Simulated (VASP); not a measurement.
Au: single point with r2SCAN

Crystal: Au.

```xyz
2
Lattice="-1.6377 1.6377 1.6377 1.6377 -1.6377 1.6377 3.2754 3.2754 0.0000" Properties=species:S:1:pos:R:3 pbc="T T T"
Au    0.0000    0.0000    0.1500
Au    1.6377    1.6377    1.4877
```

This cell differs from its parent crystal: atoms displaced along a vibrational mode.

| Property | Result |
| --- | --- |
| Program | VASP 6.6.1 |
| Task | single point |
| Functional | r2SCAN |
| Potentials or basis | VASP PAW PBE potentials, release 64 (Au) |
| Cutoff | 520 eV |
| k mesh | 22 × 22 × 14 |
| Occupations | gaussian, width 0.15 eV |
| Spin | no spin polarisation |
| Dipole correction | no |
| Further INCAR settings | ALGO = Normal; EDIFF = 1e-06; NBANDS = 18 |

| Property | Result |
| --- | --- |
| Pressure | 3.4 GPa |
| Largest force | 0.790 eV/Å |
| Band gap on the k mesh | zero (bands 11 and 12 overlap by 6.86 eV) |

Forces on the atoms (eV/Å):
```
Au   0.000  0.000 -0.790
Au   0.000  0.000  0.790
```

Stress tensor (GPa, compression positive):
```
4.21 4.18 0.00
4.18 4.21 0.00
0.00 0.00 1.86
```

Levels at points of the mesh, in eV from the Fermi level:
```
           k point  band 9  band 10  band 11  band 12  band 13  band 14
(0.00, 0.00, 0.00)   -3.13    -2.99    -1.84    -0.32     3.60    13.41
(0.50, 0.00, 0.00)   -2.88    -2.63     0.14     0.77     6.20     7.50
(0.50, 0.50, 0.00)   -1.87    -1.60    -0.35     3.45     6.60     6.65
(0.00, 0.00, 0.50)   -3.02    -3.02    -3.00    -3.00    12.48    12.48
(0.50, 0.00, 0.50)   -1.70    -1.70    -0.15    -0.15     3.41     3.41
(0.50, 0.50, 0.50)   -1.77    -1.77     3.65     3.65     3.85     3.85
```

Run time: 57 min on 1 thread of Oxide Virtual Turin-like Processor (shared host), peak memory 0.58 GiB.

Caveat: the cell differs from its parent crystal (atoms displaced along a vibrational mode); the cell stands under pressure; the PAW data sets were made with another functional, which shifts forces and pressure a little; spin-orbit coupling is left out, which moves the levels of the heavy elements.
